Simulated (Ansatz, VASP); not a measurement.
One calculation of Ta, two programs

Contents of INCAR:

```
SYSTEM = Ta
PREC = Accurate
ENCUT = 520
EDIFF = 1E-6
ISMEAR = 0
SIGMA = 0.1
LREAL = .False.
LASPH = .True.
NELM = 60
ALGO = Fast
ISIF = 2
LWAVE = .False.
LCHARG = .True.
GGA = PE
LELF = .True.
LVHAR = .True.
NBANDS = 18
```

Contents of KPOINTS:

```
regular mesh
0
Gamma
  16 16 16
  0 0 0
```

File POSCAR:

```
Ta
1.0
    3.3190623908      0.0000000000      0.0000000000
    0.0000000000      3.3190623908      0.0000000000
    0.0000000000      0.0000000000      3.4518248864
Ta
2
Direct
    0.0000000000      0.0000000000      0.0000000000
    0.5000000000      0.5000000000      0.5000000000
```

Input for Ansatz:

```yaml
crystal:
  lattice:
    - [3.3190623908, 0.0, 0.0]
    - [0.0, 3.3190623908, 0.0]
    - [0.0, 0.0, 3.4518248864]
  atoms:
    - { symbol: Ta, position: [0.0, 0.0, 0.0] }
    - { symbol: Ta, position: [0.5, 0.5, 0.5] }
basis:
  ecutwfc: 420
kpoints:
  mp_grid: { grid: [16, 16, 16] }
hamiltonian:
  xc: pbe
scf:
  occupations: { method: gaussian, width: 0.1 }
output:
  forces: true
  stress: true
  eigenvalues: true
```

Change from the starting cell: strain along c alone, the other axes held, atoms relaxed: +4.0 %.

Alike in both runs: task single point; functional PBE; k mesh 16 × 16 × 16; occupations gaussian, width 0.1 eV; no spin polarisation.

|  | VASP | Ansatz |
| --- | --- | --- |
| version | VASP 6.6.1 | Ansatz 0.2.0 |
| potentials or method | VASP PAW PBE potentials, release 64 (Ta_pv), cutoff 520 eV | scalar-relativistic, plane waves, PAW |
| valence electrons in the cell | 22 | 26 |

```csv
,VASP,Ansatz,Ansatz less VASP
gap on the k mesh at the Fermi level (eV),none,none,-
pressure (GPa),-6.8,-6.9,-0.03
"traceless stress, the component that is largest in VASP (GPa)",-2.28,-2.28,-0.003
```

A gap of «none» marks a metal or a gap that the smearing closes. VASP's potentials hold 22 valence electrons a cell and Ansatz's 26, so a difference there can come from the potentials and not from the codes.

Neither program's run includes spin-orbit coupling.
